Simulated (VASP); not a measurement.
# CaZr (P4/mmm) in VASP: further runs, part 3 of 3

VASP 6.6.1.

## (4) Relaxation of cell and atoms, PBE

INCAR reads:

```
SYSTEM = CaZr
PREC = Accurate
ENCUT = 600
EDIFF = 1E-6
ISMEAR = 0
SIGMA = 0.1
LREAL = .FALSE.
LASPH = .TRUE.
NELM = 60
ALGO = Fast
ISIF = 3
LWAVE = .FALSE.
LCHARG = .FALSE.
GGA = PE
IBRION = 2
NSW = 90
EDIFFG = -0.04
```

KPOINTS reads:

```
regular mesh
0
G
  6 6 4
  0 0 0
```

POSCAR reads:

```
CaZr
1.0
    3.2866183806      0.0000000000      0.0000000000
    0.0000000000      3.2866183806      0.0000000000
    0.0000000000      0.0000000000      4.3078176632
Ca Zr
1 1
Direct
    0.5000000000      0.5000000000      0.5000000000
    0.0000000000      0.0000000000      0.0000000000
```

Potentials or basis: VASP PAW PBE potentials, release 64 (Ca_sv, Zr_sv).

Command:

```sh
cat potpaw_PBE.64/Ca_sv/POTCAR potpaw_PBE.64/Zr_sv/POTCAR > POTCAR
mpirun -np 1 vasp_std > vasp.out
```

OUTCAR:

```text
SYSTEM = CaZr
   PREC = Accurate
   ENCUT = 600
   EDIFF = 1E-6
   ISMEAR = 0
   LREAL = .FALSE.
   LASPH = .TRUE.
   NELM = 60
   ISIF = 3
   GGA = PE
   IBRION = 2
   NSW = 90
   EDIFFG = -0.04

 ion  position               nearest neighbor table
   1  0.500  0.500  0.500-   2 3.17   2 3.17   2 3.17   2 3.17   2 3.17   2 3.17   2 3.17   2 3.17

   2  0.000  0.000  0.000-   1 3.17   1 3.17   1 3.17   1 3.17   1 3.17   1 3.17   1 3.17   1 3.17

  LATTYP: Found a simple tetragonal cell.
 ALAT       =     3.2866183806
 C/A-ratio  =     1.3107142857

  Lattice vectors:

 A1 = (   3.2866183806,   0.0000000000,   0.0000000000)
 A2 = (   0.0000000000,   3.2866183806,   0.0000000000)
 A3 = (   0.0000000000,   0.0000000000,   4.3078176632)

Analysis of symmetry for initial positions (statically):
=====================================================================
 Subroutine PRICEL returns:
 Original cell was already a primitive cell.

 Routine SETGRP: Setting up the symmetry group for a
 simple tetragonal supercell.

 Subroutine GETGRP returns: Found 16 space group operations
 (whereof 16 operations were pure point group operations)
 out of a pool of 16 trial point group operations.

The static configuration has the point symmetry D_4h.

Analysis of symmetry for dynamics (positions and initial velocities):
=====================================================================
 Subroutine PRICEL returns:
 Original cell was already a primitive cell.

 Routine SETGRP: Setting up the symmetry group for a
 simple tetragonal supercell.

 Subroutine GETGRP returns: Found 16 space group operations
 (whereof 16 operations were pure point group operations)
 out of a pool of 16 trial point group operations.

The dynamic configuration has the point symmetry D_4h.

 Subroutine INISYM returns: Found 16 space group operations
 (whereof 16 operations are pure point group operations),
 and found     1 'primitive' translations

----------------------------------------------------------------------------------------

                                     Primitive cell

  volume of cell :      46.5324

  direct lattice vectors                    reciprocal lattice vectors
     3.286618381  0.000000000  0.000000000     0.304264105  0.000000000  0.000000000
     0.000000000  3.286618381  0.000000000     0.000000000  0.304264105  0.000000000
     0.000000000  0.000000000  4.307817663     0.000000000  0.000000000  0.232136102

  length of vectors
     3.286618381  3.286618381  4.307817663     0.304264105  0.304264105  0.232136102

  position of ions in fractional coordinates (direct lattice)
     0.500000000  0.500000000  0.500000000
     0.000000000  0.000000000  0.000000000

  ion indices of the primitive-cell ions
   primitive index   ion index
                 1           1
                 2           2

----------------------------------------------------------------------------------------

 KPOINTS: regular mesh

Automatic generation of k-mesh.
 Grid dimensions read from file:
 generate k-points for:    6    6    4

 Generating k-lattice:

  Cartesian coordinates                     Fractional coordinates (reciprocal lattice)
     0.050710684  0.000000000  0.000000000     0.166666667  0.000000000  0.000000000
     0.000000000  0.050710684  0.000000000     0.000000000  0.166666667  0.000000000
     0.000000000  0.000000000  0.058034025     0.000000000  0.000000000  0.250000000

  Length of vectors
     0.050710684  0.050710684  0.058034025

  Shift w.r.t. Gamma in fractional coordinates (k-lattice)
     0.000000000  0.000000000  0.000000000

 Subroutine IBZKPT returns following result:
 ===========================================

 Found     30 irreducible k-points:

 Following reciprocal coordinates:
            Coordinates               Weight
  0.000000  0.000000  0.000000      1.000000
  0.166667  0.000000  0.000000      4.000000
  0.333333  0.000000  0.000000      4.000000
  0.500000  0.000000  0.000000      2.000000
  0.166667  0.166667  0.000000      4.000000
  0.333333  0.166667  0.000000      8.000000
[... 16 lines left out ...]
  0.333333  0.000000  0.500000      4.000000
  0.500000  0.000000  0.500000      2.000000
 [... further k-points ...]
   k-points           NKPTS =     30   k-points in BZ     NKDIM =     30   number of bands    NBANDS=     15
   number of dos      NEDOS =    301   number of ions     NIONS =      2
   total plane-waves  NPLWV =  28224
   dimension x,y,z NGX =    28 NGY =   28 NGZ =   36
   dimension x,y,z NGXF=    56 NGYF=   56 NGZF=   72
   ions per type =               1   1
   NGX,Y,Z   is equivalent  to a cutoff of  14.16, 14.16, 13.89 a.u.
   NGXF,Y,Z  is equivalent  to a cutoff of  28.33, 28.33, 27.79 a.u.
 SYSTEM =  CaZr
   PREC   = accura    normal or accurate (medium, high low for compatibility)
   ISTART =      0    job   : 0-new  1-cont  2-samecut
   ICHARG =      2    charge: 1-file 2-atom 10-const
   ISPIN  =      1    spin polarized calculation?
   LNONCOLLINEAR =      F non collinear calculations
   LSORBIT =      F    spin-orbit coupling
   LASPH  =      T    aspherical Exc in radial PAW
   ENCUT  =  600.0 eV  44.10 Ry    6.64 a.u.   6.56  6.56  8.60*2*pi/ulx,y,z
   NELM   =     60;   NELMIN=  2; NELMDL= -5     # of ELM steps
   EDIFF  = 0.1E-05   stopping-criterion for ELM
   LREAL  =      F    real-space projection
   EDIFFG = -.4E-01   stopping-criterion for IOM
   NSW    =     90    number of steps for IOM
   IBRION =      2    ionic relax: 0-MD 1-quasi-New 2-CG
   NFREE  =      1    steps in history (QN), initial steepest desc. (CG)
   ISIF   =      3    stress and relaxation
   ISYM   =      2    0-nonsym 1-usesym 2-fastsym
   POTIM  = 0.5000    time-step for ionic-motion
   TEBEG  =    0.0;   TEEND  =   0.0 temperature during run
   PSTRESS=    0.0 pullay stress
   NELECT =      22.0000    total number of electrons
   NUPDOWN=      -1.0000    fix difference up-down
   EMIN   =  10.00;   EMAX   =-10.00  energy-range for DOS
   EFERMI =   0.00;   METHOD = LEGACY
   ISMEAR =     0;   SIGMA  =   0.10  broadening in eV -4-tet -1-fermi 0-gaus
   EFERMI_NEDOS =   21; number of points for ismear=-14 and -15
   IALGO  =     68    algorithm
   IMIX   =      4    mixing-type and parameters
     AMIX     =   0.40;   BMIX     =  1.00
     AMIX_MAG =   1.60;   BMIX_MAG =  1.00
  volume/ion in A,a.u.               =      23.27       157.01
  Fermi-wavevector in a.u.,A,eV,Ry     =   1.275353  2.410068 22.130222  1.626525
  Thomas-Fermi vector in A             =   2.408070
   LORBIT       =      0    0 simple, 1 ext, 2 COOP (PROOUT), +10 PAW based schemes
   GGA     = PE    functional components
   LHFCALC =     F    Hartree Fock is set to
   AEXX    =    0.0000 exact exchange contribution
   IVDW    =     0    specifies the selected vdW correction
   LEPSILON=     F    determine dielectric tensor
   LRPA    =     F    only Hartree local field effects (RPA)
 conjugate gradient relaxation of ions
 non-spin polarized calculation
 RMM-DIIS sequential band-by-band and
 Gauss-broadening in eV      SIGMA  =   0.10
  energy-cutoff  :      600.00
  volume of cell :       46.53
 maximum number of plane-waves:      1580
 NGX is ok and might be reduce to    28
   NGX = 13   NGY = 13   NGZ = 17

--------------------------------------- Ionic step        1  -------------------------------------------

 number of electron      21.9999999 magnetization

 Free energy of the ion-electron system (eV)
  ---------------------------------------------------
  ext. energy  EPLUGINS =         0.00000000
  ---------------------------------------------------
  free energy    TOTEN  =        -9.04976551 eV

  energy without entropy =       -9.04016948  energy(sigma->0) =       -9.04496750

 E-fermi :   6.6151     XC(G=0): -10.4611

 val. band max:        6.5404436045   @ k =   0.5000   0.1667   0.2500
 cond. band min:       6.6165056003   @ k =   0.3333   0.3333   0.5000
 fundamental gap:      0.0760619958
 Fermi energy:         6.6150767584

 k-point     1 :       0.0000    0.0000    0.0000
  band No.  band energies     occupation
      1     -41.9659      2.00000
      2     -33.3603      2.00000
      3     -20.1326      2.00000
      4     -19.7978      2.00000
      5     -19.7978      2.00000
      6     -14.4258      2.00000
      7     -14.2674      2.00000
      8     -14.2674      2.00000
      9       1.7141      2.00000
     10       4.5553      2.00000
     11       5.1960      2.00000
     12       8.4508      0.00000
     13       8.4508      0.00000
     14       9.8722      0.00000
     15      10.7976      0.00000
[... 699 lines left out ...]
  energy  without entropy=       -9.5217982459  energy(sigma->0) =       -9.52848039

--------------------------------------- Ionic step        9  -------------------------------------------

 number of electron      22.0000004 magnetization

 Free energy of the ion-electron system (eV)
  ---------------------------------------------------
  ext. energy  EPLUGINS =         0.00000000
  ---------------------------------------------------
  free energy    TOTEN  =        -9.53541441 eV

  energy without entropy =       -9.52188460  energy(sigma->0) =       -9.52864950

 E-fermi :   5.1382     XC(G=0):  -9.6379

 val. band max:        5.1243236535   @ k =   0.5000   0.0000   0.0000
 cond. band min:       5.1634567369   @ k =   0.3333   0.3333   0.2500
 fundamental gap:      0.0391330834
 Fermi energy:         5.1381512536

 k-point     1 :       0.0000    0.0000    0.0000
  band No.  band energies     occupation
      1     -43.7674      2.00000
      2     -35.5513      2.00000
      3     -21.8540      2.00000
      4     -21.5296      2.00000
      5     -21.5296      2.00000
      6     -16.5269      2.00000
      7     -16.4224      2.00000
      8     -16.4224      2.00000
      9       0.4335      2.00000
     10       3.4023      2.00000
     11       4.2634      2.00000
     12       6.3197      0.00000
     13       7.2456      0.00000
     14       7.3358      0.00000
     15       7.3358      0.00000
[... 443 lines left out ...]
  FREE ENERGIE OF THE ION-ELECTRON SYSTEM (eV)
  ---------------------------------------------------
  free  energy   TOTEN  =        -9.5354144074 eV

  energy  without entropy=       -9.5218846016  energy(sigma->0) =       -9.52864950

 reached required accuracy - stopping structural energy minimisation
```

Run time: 2.9 min. Hardware: 1 thread of Intel Xeon 6975P-C (Granite Rapids), shared host; peak memory 0.19 GiB.

Results:

```
Free energy                           : -9.5354 eV
Relaxed volume                        : 28.30 Å³/atom
Relaxed cell                          : a = 3.262 Å, b = 3.262 Å, c = 5.319 Å, α = 90.00°, β = 90.00°, γ = 90.00°
Space group after relaxing (to 0.1 Å) : P4/mmm (No. 123)
Energy gained by relaxing             : 242.8 meV/atom
Ionic steps                           : 9
Pressure after relaxing               : -0.1 GPa
Band gap on the k mesh                : zero (bands 11 and 12 overlap by 1.20 eV)
```

The path:
```csv
step,energy change (eV),largest force (eV/Å),pressure (GPa),volume (Å³)
1,0.0000,0.0000,11.88,46.53
2,-0.3595,0.0000,-1.51,59.12
3,-0.3655,0.0000,-0.35,57.38
4,-0.3654,0.0000,-0.50,57.61
5,-0.3994,0.0000,-0.51,57.52
6,-0.4770,0.0000,-0.28,56.95
7,-0.3601,0.0000,2.08,54.61
8,-0.4854,0.0000,-0.10,56.55
9,-0.4856,0.0000,-0.11,56.60
```

Final structure:
```
Ca Zr
1.0
     3.26231    0.00000    0.00000
     0.00000    3.26231    0.00000
     0.00000    0.00000    5.31852
Ca Zr
1 1
Direct
  0.50000 0.50000 0.50000
  0.00000 0.00000 0.00000
```

Caveat: the k points lie up to 0.32 Å⁻¹ apart in the final cell, too coarse for converged energies and pressures of a metal; the volume moved by over 15 % at a fixed basis, so the end points are rough.

## (5) Single point, PBE

This run uses another cell than the first one, of 28.34 Å³/atom.

INCAR reads:

```
ALGO = Fast
EDIFF = 1E-6
ENCUT = 520
GGA = PE
ISIF = 2
ISMEAR = 0
LASPH = T
LCHARG = F
LREAL = F
LWAVE = F
NBANDS = 18
NELM = 60
PREC = Accurate
SIGMA = 0.1
```

KPOINTS reads:

```
k-points
0
Gamma
  18 18 10
```

POSCAR reads:

```
CaZr
1.0
    3.2662539795      0.0000000000      0.0000000000
    0.0000000000      3.2662539795      0.0000000000
    0.0000000000      0.0000000000      5.3136275624
Ca Zr
1 1
Direct
    0.5000000000      0.5000000000      0.5000000000
    0.0000000000      0.0000000000      0.0000000000
```

Command:

```sh
cat potpaw_PBE.64/Ca_sv/POTCAR potpaw_PBE.64/Zr_sv/POTCAR > POTCAR
mpirun -np 1 vasp_std > vasp.out
```

Run time: 2.9 min. Hardware: 1 thread of Intel Xeon 6975P-C (Granite Rapids), shared host; peak memory 0.44 GiB.

It converged, with:

```yaml
Free_energy: -9.5220 eV
Pressure: 0.0 GPa
Band_gap_on_the_k_mesh: zero (bands 11 and 12 overlap by 1.24 eV)
```

Levels at points of the mesh, in eV from the Fermi level:
```tsv
k point	band 8	band 9	band 10	band 11	band 12	band 13	band 14	band 15
(0.00, 0.00, 0.00)	-21.56	-4.72	-1.76	-0.91	1.17	2.11	2.16	2.16
(0.50, 0.00, 0.00)	-21.53	-1.68	-0.78	-0.64	-0.05	0.96	2.00	2.08
(0.50, 0.50, 0.00)	-21.57	-1.86	-1.14	-0.71	-0.71	2.98	2.98	4.34
(0.00, 0.00, 0.50)	-21.57	-3.50	-2.78	-0.74	0.40	1.69	2.43	2.53
(0.50, 0.00, 0.50)	-21.53	-1.79	-1.78	0.48	0.75	0.75	1.88	2.34
(0.50, 0.50, 0.50)	-21.58	-1.48	-0.15	-0.15	-0.03	1.47	1.47	1.74
```

## (6) Summary

```tsv
task	cell	k mesh	cutoff (eV)	gap on the mesh (eV)	pressure (GPa)
single point	a = 3.287, b = 3.287, c = 4.308 Å, 2 atoms	6 × 6 × 4	520	none	11.9
single point	a = 3.260, b = 3.260, c = 5.302 Å, 2 atoms	6 × 6 × 4	520	none	0.1
relaxation of cell and atoms	relaxed from a = 3.287, b = 3.287, c = 4.308 Å, 2 atoms	6 × 6 × 4	600	none	-0.1
single point	a = 3.266, b = 3.266, c = 5.314 Å, 2 atoms	18 × 18 × 10	520	none	0.0
```

Alike in all rows: level PBE; potentials or basis VASP PAW PBE potentials, release 64 (Ca_sv, Zr_sv); no spin polarisation; smearing gaussian 0.1 eV.

Caveats: some runs use coarse meshes; the volume moved by over 15 % at a fixed basis, so the end points are rough (at least some runs).

Absolute energies hang on the potentials; compare differences alone.
